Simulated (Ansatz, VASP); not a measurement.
## Al3Cl: VASP beside Ansatz

```
Al Cl
1.0
     0.00000    3.36914    3.36914
     3.36914    0.00000    3.36914
     3.36914    3.36914    0.00000
Al Cl
3 1
Cartesian
  1.6846 1.6846 1.6846
  5.0537 5.0537 5.0537
  0.0000 0.0000 0.0000
  3.3691 3.3691 3.3691
```

Alike in both runs: functional PBE; k mesh 5 × 5 × 5; occupations gaussian, width 0.2 eV; no spin polarisation.

Ansatz relaxed the structure, and its values are those at the end. VASP's run is a single point on that final structure, the one shown.

```csv
,VASP,Ansatz
version,VASP 6.6.1,Ansatz 0.2.0
potentials or method,"VASP PAW PBE potentials, release 64 (Al, Cl), cutoff 500 eV","scalar-relativistic, plane waves, PAW"
valence electrons in the cell,16,16
```

|  | VASP | Ansatz | Ansatz less VASP |
| --- | --- | --- | --- |
| gap on the k mesh at the Fermi level (eV) | none | none | - |
| pressure (GPa) | 0.1 | 0.2 | +0.04 |

A gap of «none» marks a metal or a gap that the smearing closes.
